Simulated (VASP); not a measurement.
# NbAs4 (P1) in VASP: relaxation of cell and atoms with PBE

Aim: the relaxation of cell and atoms of NbAs4 with PBE.

All numbers are computed with VASP 6.6.1; they aren't measurements. Logs are shortened: lines on timing, memory, paths and dates and some standing lists are left out, and cuts for length are marked.

## 1. The cell of the first run

The typed cell holds 10 atoms: a = 3.453 Å, b = 6.050 Å, c = 10.235 Å, α = 87.81°, β = 92.23°, γ = 92.17°.

## 2. Relaxation of cell and atoms, PBE

INCAR

```
PREC = Accurate
ENCUT = 600
EDIFF = 1E-6
ISMEAR = 0
SIGMA = 0.2
LREAL = F
LASPH = T
NELM = 80
ALGO = Normal
ISIF = 3
LWAVE = F
LCHARG = F
GGA = PE
IBRION = 2
NSW = 80
EDIFFG = -0.025
```

KPOINTS

```
regular mesh
0
Gamma
  6 4 2
```

POSCAR

```
NbAs4
1.0
    3.4521908451     -0.0650180043     -0.0665883971
   -0.1126144869      6.0483762699      0.1139393793
   -0.1978692230      0.1954757596     10.2312643484
Nb As
2 8
Direct
    0.0759108577      0.0006235593      0.0018897546
    0.4994616327      0.4939331198     -0.0067099544
   -0.0551391579      0.3147206950      0.8334998233
    0.4765284690      0.8281439391      0.8232807034
    0.0234373059      0.3382869493      0.4474258637
    0.4333232784      0.8375582144      0.4279815103
    0.4790949926      0.1741625796      0.1711993920
    0.9864249973      0.6502213843      0.1734944374
    0.5528447582      0.1943355571      0.5687394461
    1.0281128661      0.6680140021      0.5591990236
```

Potentials or basis: VASP PAW PBE potentials, release 64 (Nb_sv, As).

The run is started by

```
$ cat potpaw_PBE.64/Nb_sv/POTCAR potpaw_PBE.64/As/POTCAR > POTCAR
$ mpirun -np 1 vasp_std > vasp.out
```

OUTCAR:

```text
PREC = Accurate
   ENCUT = 600
   EDIFF = 1E-6
   ISMEAR = 0
   LREAL = F
   LASPH = T
   NELM = 80
   ISIF = 3
   GGA = PE
   IBRION = 2
   NSW = 80
   EDIFFG = -0.025

 ion  position               nearest neighbor table
   1  0.076  0.001  0.002-   7 2.43   3 2.56   4 2.61   8 2.72   4 2.90
   2  0.499  0.494  0.993-   3 2.58   7 2.61   4 2.62   8 2.63   3 2.69   8 2.82
   3  0.945  0.315  0.833-   1 2.56   2 2.58   2 2.69
   4  0.477  0.828  0.823-   1 2.61   2 2.62   1 2.90
   5  0.023  0.338  0.447-   9 2.22  10 2.34   9 2.35
   6  0.433  0.838  0.428-  10 2.18  10 2.63   9 2.65
   7  0.479  0.174  0.171-   1 2.43   2 2.61
   8  0.986  0.650  0.173-   2 2.63   1 2.72   2 2.82
   9  0.553  0.194  0.569-   5 2.22   5 2.35   6 2.65
  10  0.028  0.668  0.559-   6 2.18   5 2.34   6 2.63

  LATTYP: Found a triclinic cell.
 ALAT       =     6.8524147935
 B/A-ratio  =     0.5039749043
 C/A-ratio  =     1.7057674311
 COS(alpha) =     0.0145535291
 COS(beta)  =     0.4348025935
 COS(gamma) =     0.4706080824

  Lattice vectors:

 A1 = (   3.3395763582,   5.9833582656,   0.0473509822)
 A2 = (   3.4521908451,  -0.0650180043,  -0.0665883971)
 A3 = (   0.0852547361,   5.8529005103, -10.1173249691)

Analysis of symmetry for initial positions (statically):
=====================================================================
 Subroutine PRICEL returns:
 Original cell was already a primitive cell.

 Routine SETGRP: Setting up the symmetry group for a
 triclinic supercell.

 Subroutine GETGRP returns: Found  1 space group operations
 (whereof  1 operations were pure point group operations)
 out of a pool of  2 trial point group operations.

The static configuration has the point symmetry C_1 .

Analysis of symmetry for dynamics (positions and initial velocities):
=====================================================================
 Subroutine PRICEL returns:
 Original cell was already a primitive cell.

 Routine SETGRP: Setting up the symmetry group for a
 triclinic supercell.

 Subroutine GETGRP returns: Found  1 space group operations
 (whereof  1 operations were pure point group operations)
 out of a pool of  2 trial point group operations.

The dynamic configuration has the point symmetry C_1 .

 Subroutine INISYM returns: Found  1 space group operations
 (whereof  1 operations are pure point group operations),
 and found     1 'primitive' translations

----------------------------------------------------------------------------------------

                                     Primitive cell

  volume of cell :     213.4018

  direct lattice vectors                    reciprocal lattice vectors
     3.452190845 -0.065018004 -0.066588397     0.289877005  0.005293506  0.005504988
    -0.112614487  6.048376270  0.113939379     0.003056207  0.165448967 -0.003101917
    -0.197869223  0.195475760 10.231264348     0.001852579 -0.001808053  0.097810003

  length of vectors
     3.453445090  6.050497476 10.235044366     0.289977592  0.165506262  0.097844253

  position of ions in fractional coordinates (direct lattice)
     0.075910858  0.000623559  0.001889755
     0.499461633  0.493933120  0.993290046
     0.944860842  0.314720695  0.833499823
     0.476528469  0.828143939  0.823280703
     0.023437306  0.338286949  0.447425864
     0.433323278  0.837558214  0.427981510
     0.479094993  0.174162580  0.171199392
     0.986424997  0.650221384  0.173494437
     0.552844758  0.194335557  0.568739446
     0.028112866  0.668014002  0.559199024

  ion indices of the primitive-cell ions
   primitive index   ion index
                 1           1
                 2           2
                 3           3
                 4           4
                 5           5
                 6           6
                 7           7
                 8           8
                 9           9
                10          10

----------------------------------------------------------------------------------------

 KPOINTS: regular mesh

Automatic generation of k-mesh.
 Grid dimensions read from file:
 generate k-points for:    6    4    2

 Generating k-lattice:

  Cartesian coordinates                     Fractional coordinates (reciprocal lattice)
     0.048312834  0.000882251  0.000917498     0.166666667  0.000000000  0.000000000
     0.000764052  0.041362242 -0.000775479     0.000000000  0.250000000  0.000000000
     0.000926289 -0.000904026  0.048905002    -0.000000000  0.000000000  0.500000000

  Length of vectors
     0.048329599  0.041376566  0.048922126

  Shift w.r.t. Gamma in fractional coordinates (k-lattice)
     0.000000000  0.000000000  0.000000000

 Subroutine IBZKPT returns following result:
 ===========================================

 Found     28 irreducible k-points:

 Following reciprocal coordinates:
            Coordinates               Weight
  0.000000  0.000000  0.000000      1.000000
  0.166667 -0.000000 -0.000000      2.000000
  0.333333 -0.000000 -0.000000      2.000000
  0.500000  0.000000 -0.000000      1.000000
 -0.000000  0.250000  0.000000      2.000000
  0.166667  0.250000 -0.000000      2.000000
[... 16 lines left out ...]
 -0.333333  0.250000  0.500000      2.000000
 -0.166667  0.250000  0.500000      2.000000
 [... further k-points ...]
   k-points           NKPTS =     28   k-points in BZ     NKDIM =     28   number of bands    NBANDS=     39
   number of dos      NEDOS =    301   number of ions     NIONS =     10
   total plane-waves  NPLWV = 112896
   dimension x,y,z NGX =    28 NGY =   48 NGZ =   84
   dimension x,y,z NGXF=    56 NGYF=   96 NGZF=  168
   ions per type =               2   8
   NGX,Y,Z   is equivalent  to a cutoff of  13.48, 13.19, 13.64 a.u.
   NGXF,Y,Z  is equivalent  to a cutoff of  26.96, 26.38, 27.29 a.u.
 SYSTEM =  unknown system
   PREC   = accura    normal or accurate (medium, high low for compatibility)
   ISTART =      0    job   : 0-new  1-cont  2-samecut
   ICHARG =      2    charge: 1-file 2-atom 10-const
   ISPIN  =      1    spin polarized calculation?
   LNONCOLLINEAR =      F non collinear calculations
   LSORBIT =      F    spin-orbit coupling
   LASPH  =      T    aspherical Exc in radial PAW
   ENCUT  =  600.0 eV  44.10 Ry    6.64 a.u.   6.90 12.08 20.44*2*pi/ulx,y,z
   NELM   =     80;   NELMIN=  2; NELMDL= -5     # of ELM steps
   EDIFF  = 0.1E-05   stopping-criterion for ELM
   LREAL  =      F    real-space projection
   EDIFFG = -.3E-01   stopping-criterion for IOM
   NSW    =     80    number of steps for IOM
   IBRION =      2    ionic relax: 0-MD 1-quasi-New 2-CG
   NFREE  =      1    steps in history (QN), initial steepest desc. (CG)
   ISIF   =      3    stress and relaxation
   ISYM   =      2    0-nonsym 1-usesym 2-fastsym
   POTIM  = 0.5000    time-step for ionic-motion
   TEBEG  =    0.0;   TEEND  =   0.0 temperature during run
   PSTRESS=    0.0 pullay stress
   NELECT =      66.0000    total number of electrons
   NUPDOWN=      -1.0000    fix difference up-down
   EMIN   =  10.00;   EMAX   =-10.00  energy-range for DOS
   EFERMI =   0.00;   METHOD = LEGACY
   ISMEAR =     0;   SIGMA  =   0.20  broadening in eV -4-tet -1-fermi 0-gaus
   EFERMI_NEDOS =   21; number of points for ismear=-14 and -15
   IALGO  =     38    algorithm
   IMIX   =      4    mixing-type and parameters
     AMIX     =   0.40;   BMIX     =  1.00
     AMIX_MAG =   1.60;   BMIX_MAG =  1.00
  volume/ion in A,a.u.               =      21.34       144.01
  Fermi-wavevector in a.u.,A,eV,Ry     =   1.107108  2.092131 16.676511  1.225689
  Thomas-Fermi vector in A             =   2.243618
   LORBIT       =      0    0 simple, 1 ext, 2 COOP (PROOUT), +10 PAW based schemes
   GGA     = PE    functional components
   LHFCALC =     F    Hartree Fock is set to
   AEXX    =    0.0000 exact exchange contribution
   IVDW    =     0    specifies the selected vdW correction
   LEPSILON=     F    determine dielectric tensor
   LRPA    =     F    only Hartree local field effects (RPA)
 conjugate gradient relaxation of ions
 non-spin polarized calculation
 Gauss-broadening in eV      SIGMA  =   0.20
  energy-cutoff  :      600.00
  volume of cell :      213.40
 maximum number of plane-waves:      7148
   NGX = 13   NGY = 25   NGZ = 41

--------------------------------------- Ionic step        1  -------------------------------------------

 number of electron      65.9999999 magnetization

 Free energy of the ion-electron system (eV)
  ---------------------------------------------------
  ext. energy  EPLUGINS =         0.00000000
  ---------------------------------------------------
  free energy    TOTEN  =       -56.93323726 eV

  energy without entropy =      -56.85806706  energy(sigma->0) =      -56.89565216

------------------------ aborting loop because EDIFF is reached ----------------------------------------

  FORCE on cell =-STRESS in cart. coord.  units (eV):
  Direction    XX          YY          ZZ          XY          YZ          ZX
  --------------------------------------------------------------------------------------
  -------------------------------------------------------------------------------------
  Total        7.0970314      5.5235475      8.7349171      4.6608255     -4.9233051     -4.4719543
  in kB       53.2830780     41.4696784     65.5799926     34.9925364    -36.9631801    -33.5745291
  external PRESSURE =      53.4442497 kB  Pullay stress =       0.0000000 kB
[... 29 lines left out ...]
  energy  without entropy=      -56.8580670634  energy(sigma->0) =      -56.89565216

--------------------------------------- Ionic step        2  -------------------------------------------

 number of electron      65.9999999 magnetization

 E-fermi :   4.6435     XC(G=0):  -9.9017

 val. band max:        4.6309134163   @ k =   0.1667   0.2500  -0.0000
 cond. band min:       4.6772219169   @ k =  -0.0000   0.2500   0.0000
 fundamental gap:      0.0463085005
 Fermi energy:         4.6435476338

 k-point     1 :       0.0000    0.0000    0.0000
  band No.  band energies     occupation
      1     -50.5130      2.00000
      2     -50.4743      2.00000
      3     -26.6505      2.00000
      4     -26.5237      2.00000
      5     -26.4989      2.00000
      6     -26.4828      2.00000
[... 997 lines left out ...]
     38       6.3520      0.00000
     39       6.5124      0.00000

 [... further k-points ...]
[... 5 lines left out ...]
  --------------------------------------------------------------------------------------
  -------------------------------------------------------------------------------------
  Total      -10.8165025    -10.3203525    -15.0405571     -0.4013585      1.5731673      2.7875598
  in kB      -73.4931089    -70.1220002   -102.1935969     -2.7270447     10.6889407     18.9401739
  external PRESSURE =     -81.9362354 kB  Pullay stress =       0.0000000 kB
[... 69 lines left out ...]
  FREE ENERGIE OF THE ION-ELECTRON SYSTEM (eV)
  ---------------------------------------------------
  free  energy   TOTEN  =       -58.1304167915 eV

  energy  without entropy=      -58.0436235543  energy(sigma->0) =      -58.08702017

[... ionic steps 4 to 26 ...]

--------------------------------------- Ionic step       27  -------------------------------------------

 number of electron      65.9999996 magnetization

------------------------ aborting loop because EDIFF is reached ----------------------------------------

  FORCE on cell =-STRESS in cart. coord.  units (eV):
  Direction    XX          YY          ZZ          XY          YZ          ZX
  --------------------------------------------------------------------------------------
  -------------------------------------------------------------------------------------
  Total       -0.0303904      0.0442275     -0.0042920      0.0204186      0.0079207      0.0630965
  in kB       -0.2246684      0.3269622     -0.0317300      0.1509498      0.0585556      0.4664565
  external PRESSURE =       0.0235213 kB  Pullay stress =       0.0000000 kB
[... 73 lines left out ...]
  energy  without entropy=      -58.6236491738  energy(sigma->0) =      -58.67000493

--------------------------------------- Ionic step       29  -------------------------------------------

 number of electron      65.9999996 magnetization

 Free energy of the ion-electron system (eV)
  ---------------------------------------------------
  ext. energy  EPLUGINS =         0.00000000
  ---------------------------------------------------
  free energy    TOTEN  =       -58.71675173 eV

  energy without entropy =      -58.62419141  energy(sigma->0) =      -58.67047157

 E-fermi :   5.4385     XC(G=0): -10.2300

 val. band max:        5.4339728212   @ k =  -0.3333   0.2500   0.0000
 cond. band min:       5.4398582976   @ k =   0.1667   0.2500   0.5000
 fundamental gap:      0.0058854764
 Fermi energy:         5.4384886518

 k-point     1 :       0.0000    0.0000    0.0000
  band No.  band energies     occupation
      1     -49.4839      2.00000
      2     -49.4651      2.00000
      3     -25.7061      2.00000
      4     -25.5435      2.00000
      5     -25.5232      2.00000
      6     -25.4930      2.00000
[... 997 lines left out ...]
     38       7.5421      0.00000
     39       7.7996      0.00000

 [... further k-points ...]
[... 5 lines left out ...]
  --------------------------------------------------------------------------------------
  -------------------------------------------------------------------------------------
  Total        0.0232352      0.0289703      0.0278472      0.0292167     -0.0162491      0.0729164
  in kB        0.1719687      0.2144154      0.2061027      0.2162390     -0.1202631      0.5396700
  external PRESSURE =       0.1974956 kB  Pullay stress =       0.0000000 kB
[... 25 lines left out ...]
  FREE ENERGIE OF THE ION-ELECTRON SYSTEM (eV)
  ---------------------------------------------------
  free  energy   TOTEN  =       -58.7167517295 eV

  energy  without entropy=      -58.6241914123  energy(sigma->0) =      -58.67047157

 reached required accuracy - stopping structural energy minimisation
```

Wall time 63 min (1 thread of Intel Xeon 6975P-C (Granite Rapids), shared host); peak memory 0.49 GiB.

What came out:

```yaml
Free_energy: -58.7168 eV
Relaxed_volume: 21.65 Å³/atom
Relaxed_cell: a = 3.455 Å, b = 6.078 Å, c = 10.309 Å, α = 89.99°, β = 91.03°, γ = 89.94°
Space_group_after_relaxing_to_0.05_Å: P1 (No. 1)
Energy_gained_by_relaxing: 178.4 meV/atom
Ionic_steps: 29
Pressure_after_relaxing: 0.0 GPa
Largest_force_after_relaxing: 0.025 eV/Å
Band_gap_on_the_k_mesh: zero (band 33 reaches 6.18 eV, above the bottom of band 34 at 4.39 eV)
```

Forces in eV/Å, atoms in the order of the input:
```
Nb   0.011  0.003 -0.003
Nb  -0.006  0.014 -0.020
As   0.013  0.004  0.000
As  -0.005  0.006 -0.003
As   0.009  0.002  0.007
As  -0.007 -0.011 -0.008
As   0.005 -0.002  0.007
As  -0.002  0.000  0.013
As  -0.004 -0.010  0.010
As  -0.013 -0.005 -0.004
```

Step by step:
```tsv
step	energy change (eV)	largest force (eV/Å)	pressure (GPa)	volume (Å³)
1	0.0000	4.5697	5.34	213.40
2	-0.4688	1.8384	-8.19	235.80
3	-1.1972	1.1405	-3.29	224.34
4	-1.1992	1.1651	-3.08	223.97
5	-1.5562	0.9699	0.45	214.35
6	-1.5696	0.9840	1.45	212.18
7	-1.6715	0.6235	0.05	214.82
8	-1.6840	0.5467	-0.57	216.21
9	-1.7348	0.3700	0.28	214.90
10	-1.7421	0.3669	0.79	214.21
11	-1.7610	0.2513	-0.46	217.09
12	-1.7624	0.2194	-0.20	216.48
13	-1.7695	0.1237	0.08	215.95
14	-1.7700	0.1495	0.20	215.75
15	-1.7734	0.0998	-0.11	216.47
16	-1.7737	0.1252	-0.22	216.77
17	-1.7764	0.0989	-0.04	216.51
18	-1.7773	0.1028	0.14	216.28
19	-1.7793	0.0697	0.02	216.66
20	-1.7797	0.0774	-0.09	216.99
21	-1.7809	0.0605	0.00	216.87
22	-1.7813	0.0627	0.09	216.75
23	-1.7822	0.0396	-0.11	217.15
24	-1.7822	0.0399	-0.11	217.15
25	-1.7826	0.0424	0.05	216.74
26	-1.7826	0.0412	0.05	216.76
27	-1.7830	0.0261	0.00	216.72
28	-1.7831	0.0294	-0.03	216.69
29	-1.7835	0.0250	0.02	216.48
```

Final structure:
```
CELL_PARAMETERS angstrom
3.45502 0.00260 -0.03127
0.00194 6.07839 0.00166
-0.09277 -0.00169 10.30869
ATOMIC_POSITIONS crystal
Nb 0.99618 0.99578 0.00002
Nb 0.49685 0.49558 0.00028
As 0.98719 0.32843 0.83399
As 0.48811 0.82811 0.83402
As 0.99953 0.34071 0.42868
As 0.50264 0.84062 0.42937
As 0.50466 0.16325 0.16609
As 0.00519 0.66349 0.16605
As 0.50835 0.17240 0.57052
As 0.01130 0.67163 0.57097
```
